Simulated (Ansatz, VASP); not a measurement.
Mg2CdN2 in VASP and in Ansatz

INCAR

```
PREC = Accurate
ENCUT = 520
EDIFF = 1E-6
ISMEAR = 0
SIGMA = 0.03
LREAL = False
LASPH = True
NELM = 60
ALGO = Normal
ISIF = 2
LWAVE = False
LCHARG = True
LELF = True
LVHAR = True
NBANDS = 21
```

Contents of KPOINTS:

```
regular mesh
0
Gamma
  12 12 6
```

Contents of POSCAR:

```
Mg2CdN2
1.0
    3.5528825911      0.0000000000      0.0000000000
   -1.7764412955      3.0768865806      0.0000000000
    0.0000000000      0.0000000000      5.9838310064
Mg Cd N
2 1 2
Direct
    0.6666666667      0.3333333333      0.1534420000
    0.3333333333      0.6666666667      0.8465580000
    0.0000000000      0.0000000000      0.5000000000
    0.6904884289      0.3809768579      0.7669191996
    0.3571550956      0.7143101912      0.2224571996
```

Input for Ansatz:

```yaml
crystal:
  lattice:
    - [3.5528825911, 0.0, 0.0]
    - [-1.7764412955, 3.0768865806, 0.0]
    - [0.0, 0.0, 5.9838310064]
  atoms:
    - { symbol: Mg, position: [0.6666666667, 0.3333333333, 0.153442] }
    - { symbol: Mg, position: [0.3333333333, 0.6666666667, 0.846558] }
    - { symbol: Cd, position: [0.0, 0.0, 0.5] }
    - { symbol: "N", position: [0.6904884289, 0.3809768579, 0.7669191996] }
    - { symbol: "N", position: [0.3571550956, 0.7143101912, 0.2224571996] }
basis:
  ecutwfc: 420
kpoints:
  mp_grid: { grid: [12, 12, 6] }
hamiltonian:
  xc: lda
scf:
  occupations: { method: gaussian, width: 0.03 }
output:
  forces: true
  stress: true
  eigenvalues: true
```

Change from the starting cell: all N atoms moved -0.150 Å, as atom 4 towards its neighbour atom 2 (Mg) at 2.099 Å.

Alike in both runs: task single point; functional LDA; k mesh 12 × 12 × 6; occupations gaussian, width 0.03 eV; no spin polarisation.

|  | VASP | Ansatz |
| --- | --- | --- |
| version | VASP 6.6.1 | Ansatz 0.2.0 |
| potentials or method | VASP PAW LDA potentials, release 64 (Mg, Cd, N), cutoff 520 eV | scalar-relativistic, plane waves, PAW |
| valence electrons in the cell | 26 | 50 |

```csv
,VASP,Ansatz,Ansatz less VASP
gap on the k mesh at the Fermi level (eV),0.37,0.36,-0.008
least direct gap on the mesh (eV),0.63,0.63,-0.008
pressure (GPa),-7.2,-6.8,+0.42
"traceless stress, the component that is largest in VASP (GPa)",1.71,1.58,-0.132
rms of the force components (eV/Å),0.585,0.573,-0.0124
```

LDA's correlation is that of Perdew and Zunger in VASP and of Perdew and Wang (1992) in Ansatz. Atom by atom the forces differ by 0.028 eV/Å (rms over components). VASP's potentials hold 26 valence electrons a cell and Ansatz's 50, so a difference there can come from the potentials and not from the codes.
